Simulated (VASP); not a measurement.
A run of VASP 6.6.1:

File INCAR:

```
ALGO = Normal ; EDIFF = 1E-7
ENCUT = 520 ; GGA = PE
GGA_COMPAT = False ; ISIF = 2
ISMEAR = -1 ; LASPH = True
LCHARG = False ; LNONCOLLINEAR = True
LORBIT = 11 ; LORBMOM = True
LREAL = False ; LSORBIT = True
LWAVE = False ; MAGMOM = 0 0 0 0 0 0 0 0 0 0 0 0
NBANDS = 50 ; NELM = 150
PREC = Accurate ; SIGMA = 0.02
```

The input KPOINTS:

```
k-points
0
Gamma
  8 8 6
```

File POSCAR:

```
Cd2SeO
1.0
    3.7675856667      0.0000000000      0.0000000000
    0.0000000000      3.7675856667      0.0000000000
    0.0000000000      0.0000000000      5.1616931531
O Cd Se
1 2 1
Direct
    0.0000000000      0.0000000000      0.0000000000
    0.0000000000      0.0000000000      0.5000000000
    0.5000000000      0.5000000000      0.0000000000
    0.5000000000      0.5000000000      0.5000000000
```

Potentials or basis: VASP PAW PBE potentials, release 64 (O, Cd, Se).

The run is started by

```bash
$ cat potpaw_PBE.64/O/POTCAR potpaw_PBE.64/Cd/POTCAR potpaw_PBE.64/Se/POTCAR > POTCAR
$ mpirun -np 1 vasp_ncl > vasp.out
```

Hardware: 1 thread of AMD EPYC 9R14 (Zen 4), on a shared host.

Q: How long does it take, and how much memory?

A: Run time: 6.9 min on 1 thread of AMD EPYC 9R14 (Zen 4) (shared host), peak memory 0.48 GiB. Counts: scf iterations 16, k points 60.
